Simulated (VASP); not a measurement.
Set up this calculation in VASP 6.6.1, as the native input.

* Task: single point
* Functional: PBE
* Potentials or basis: VASP PAW PBE potentials, release 64 (Ir, Pt)
* Cutoff: 500 eV
* k mesh: 7 × 7 × 2
* Occupations: gaussian, width 0.2 eV
* Spin: no spin polarisation
* Dipole correction: no
* Further INCAR settings: ALGO = Normal; EDIFF = 1e-06; NBANDS = 38

The structure of IrPt2 lies in POSCAR:

```
IrPt2
1.0
    2.7788474531      0.0000000000      0.0000000000
   -1.3894237265      2.4065524876      0.0000000000
    0.0000000000      0.0000000000     13.7244866409
Ir Pt
2 4
Direct
    0.3333333333      0.6666666667      0.9215503650
    0.6666666667      0.3333333333      0.0784496350
    0.0000000000      0.0000000000      0.2434683729
    0.3333333333      0.6666666667      0.4143192739
    0.6666666667      0.3333333333      0.5856807261
    0.0000000000      0.0000000000      0.7565316271
```

These files were run (other wordings do the same):

INCAR

```
PREC = Accurate ; ENCUT = 500
EDIFF = 1E-6 ; ISMEAR = 0
SIGMA = 0.2 ; LREAL = F
LASPH = T ; NELM = 120
ALGO = Normal ; ISIF = 2
LWAVE = F ; LCHARG = T
GGA = PE ; LELF = T
LVHAR = T ; NBANDS = 38
GGA_COMPAT = F
```

KPOINTS

```
Automatic mesh
0
Gamma
  7 7 2
```

Potentials or basis: VASP PAW PBE potentials, release 64 (Ir, Pt).

Command:

```console
$ cat potpaw_PBE.64/Ir/POTCAR potpaw_PBE.64/Pt/POTCAR > POTCAR
$ mpirun -np 1 vasp_std > vasp.out
```

Results of the run:

* Pressure: -0.5 GPa
* Largest force: 0.054 eV/Å
* Band gap on the k mesh: zero (bands 29 and 30 overlap by 1.84 eV)

Caveat: the k points lie up to 0.37 Å⁻¹ apart, too coarse for converged energies and pressures of a metal; spin-orbit coupling is left out, which moves the levels of the heavy elements.

Run time: 110 s on 1 thread of Intel(R) Xeon(R) Platinum 8375C CPU @ 2.90GHz (Ice Lake) (shared host), peak memory 0.21 GiB.
